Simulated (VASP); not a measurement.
Write the native input for VASP 6.6.1 that does the following.

```yaml
Task: single point
Functional: PBE
Potentials_or_basis: VASP PAW PBE potentials, release 64 (Cd, Se)
Cutoff: 520 eV
k_mesh: 12 × 12 × 12
Occupations: fermi-dirac, width 0.05 eV
Spin: no spin polarisation
Dipole_correction: no
Further_INCAR_settings: ALGO = Normal; EDIFF = 1e-06; NBANDS = 16
```

The structure of CdSe (zincblende type) lies in POSCAR:

```
CdSe
1.0
    0.0000000000      2.6939670643      2.6939670643
    2.6939670643      0.0000000000      2.6939670643
    2.6939670643      2.6939670643      0.0000000000
Cd Se
1 1
Direct
    0.0000000000      0.0000000000      0.0000000000
    0.2500000000      0.2500000000      0.2500000000
```

These files were run (other wordings do the same):

INCAR

```
PREC = Accurate
ENCUT = 520
EDIFF = 1E-6
ISMEAR = -1
SIGMA = 0.05
LREAL = False
LASPH = True
NELM = 80
ALGO = Normal
ISIF = 2
LWAVE = False
LCHARG = False
GGA = PE
NBANDS = 16
```

KPOINTS

```
regular mesh
0
Gamma
  12 12 12
```

Potentials or basis: VASP PAW PBE potentials, release 64 (Cd, Se).

Launch:

```bash
$ cat potpaw_PBE.64/Cd/POTCAR potpaw_PBE.64/Se/POTCAR > POTCAR
$ mpirun -np 1 vasp_std > vasp.out
```

Results of the run:

The pressure is 51.5 GPa and the band gap on the k mesh is 1.28 eV.

Caveat: the cell stands under pressure.

It took 70 s on 1 thread of Intel Xeon 8259CL (shared host), peak memory 0.19 GiB.
